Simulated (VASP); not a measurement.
Input of a VASP 6.6.1 run:

The input POSCAR:

```
Ni
1.0
    2.4516451324      0.0000000000      0.0000000000
    1.2258225662      2.1231869657      0.0000000000
    1.2258225662      0.7077289886      2.0017598682
Ni
1
Direct
    0.0000000000      0.0000000000      0.0000000000
```

The input INCAR.step1:

```
PREC = Accurate
ENCUT = 520
ISMEAR = 1
SIGMA = 0.1
LREAL = F
LASPH = T
NELM = 150
ISPIN = 2
MAGMOM = 1.5
LMAXMIX = 4
NBANDS = 15
GGA = PE
ALGO = Normal
EDIFF = 1E-4
LWAVE = T
LCHARG = F
```

File INCAR.step2:

```
PREC = Accurate
ENCUT = 520
EDIFF = 1E-7
ISMEAR = 1
SIGMA = 0.1
LREAL = F
LASPH = T
NELM = 150
ALGO = Normal
ISIF = 2
LWAVE = F
LCHARG = T
ISPIN = 2
MAGMOM = 1.5
LORBIT = 11
LMAXMIX = 4
METAGGA = R2SCAN
LMIXTAU = T
LUSE_VDW = T
IVDW_NL = 2
BPARAM = 11.95
CPARAM = 0.0093
LELF = T
LVHAR = T
NBANDS = 15
ISTART = 1
```

File KPOINTS:

```
regular mesh
0
Gamma
  14 14 14
```

Potentials or basis: VASP PAW PBE potentials, release 64 (Ni).

The run is started by

```bash
$ cat potpaw_PBE.64/Ni/POTCAR > POTCAR
$ cp INCAR.step1 INCAR
$ mpirun -np 1 vasp_std > vasp.out
$ cp INCAR.step2 INCAR
$ mpirun -np 1 vasp_std > vasp.out
```

Question: Predict the net moment.

Answer: 0.75 μB per cell.

Question: Estimate the site moments.

Answer: Ni +0.77 μB.
